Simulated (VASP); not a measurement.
Input of a VASP 6.6.1 run:

Contents of INCAR:

```
ALGO = Normal ; EDIFF = 1E-7
ENCUT = 520 ; GGA = PS
ISIF = 2 ; ISMEAR = -1
LASPH = T ; LCHARG = T
LELF = T ; LREAL = Auto
LVHAR = T ; LWAVE = F
NBANDS = 101 ; NELM = 100
PREC = Accurate ; SIGMA = 0.05
```

The input KPOINTS:

```
k-points
0
Gamma
  1 1 1
```

File POSCAR:

```
CS2
1.0
    9.2831780000      0.0000000000      0.0000000000
    0.0000000000      9.2831780000      0.0000000000
    0.0000000000      0.0000000000      9.2831780000
S C
20 10
Direct
    0.0369304667      0.7023438649      0.4282707580
    0.1052059920      0.4154470871      0.5893471330
    0.8992154901      0.9708316423      0.1545389885
    0.6775053433      0.9002568854      0.3968616436
    0.4369282409      0.6178441595      0.6772550855
    0.5214910426      0.2990332362      0.6148620430
   -0.0042230519      0.6061013287      1.0813730749
    0.1683425060      0.7917808187      0.8614284184
    0.2905300269      0.9076078336      0.2876256119
    0.4959965156      1.0509464430      0.0631643326
    0.7958633806      0.3480762238      0.3474282986
    0.7309672060      0.3235030838      0.0191397100
    0.4363269839      0.5185058581      0.3041264722
    0.5442731046      0.6839286134      0.0318215852
    0.8082743182      0.6118640158      0.7373176942
    0.7314846244      0.9354303382      0.7837950800
    0.1227119018      0.2733623948      0.1899444351
    0.3367535712      0.3677725173     -0.0519442971
    0.0481796632      0.1638017568      0.8255343614
    0.0372135333      0.0391667473      0.5141421854
    0.0731588042      0.5593710748      0.5085746545
    0.7864749146      0.9365415849      0.2745095045
    0.4803028284      0.4589420830      0.6464792537
    0.0833319949      0.6971967102      0.9713653068
    0.3925088071      0.9807072552      0.1751039584
    0.7635714506      0.3353018720      0.1834427210
    0.4910274221      0.6024569890      0.1690658557
    0.7691904232      0.7731561614      0.7591199653
    0.2326005425      0.3207068040      0.0713597045
    0.0426370532      0.0998387167      0.6705518611
```

Potentials or basis: VASP PAW PBE potentials, release 64 (S, C).

Command:

```bash
$ cat potpaw_PBE.64/S/POTCAR potpaw_PBE.64/C/POTCAR > POTCAR
$ mpirun -np 1 vasp_gam > vasp.out
```

(1) Estimate the pressure.

(2) Predict the largest force.

Results:

(1) -0.2 GPa.

(2) 0.546 eV/Å.

Caveat: the k points lie up to 0.68 Å⁻¹ apart; the PAW data sets were made with another functional, which shifts forces and pressure a little.
